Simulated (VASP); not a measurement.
A run of VASP 6.6.1 is set up as follows.

The input INCAR:

```
ALGO = Normal
EDIFF = 1E-7
ENCUT = 520
GGA = PE
ISIF = 2
ISMEAR = 0
LASPH = T
LCHARG = F
LREAL = F
LWAVE = F
NBANDS = 16
NELM = 100
PREC = Accurate
SIGMA = 0.1
```

File KPOINTS:

```
k-points
0
Gamma
  6 6 6
```

File POSCAR:

```
InH3
1.0
    3.2925280347      0.0000000000      0.0000000000
    0.0000000000      3.2925280347      0.0000000000
    0.0000000000      0.0000000000      3.2925280347
In H
1 3
Direct
    0.0000000000      0.0000000000      0.0000000000
    0.0000000000      0.5000000000      0.5000000000
    0.5000000000      0.0000000000      0.5000000000
    0.5000000000      0.5000000000      0.0000000000
```

Potentials or basis: VASP PAW PBE potentials, release 64 (In_d, H).

Command:

```console
$ cat potpaw_PBE.64/In_d/POTCAR potpaw_PBE.64/H/POTCAR > POTCAR
$ mpirun -np 1 vasp_std > vasp.out
```

(1) Predict the band gap on the k mesh.

(2) Predict the pressure.

Answers

(1) zero (band 8 reaches 6.20 eV, above the bottom of band 9 at 2.82 eV).

(2) -0.4 GPa.

Caveat: spin-orbit coupling is left out, which moves the levels of the heavy elements.
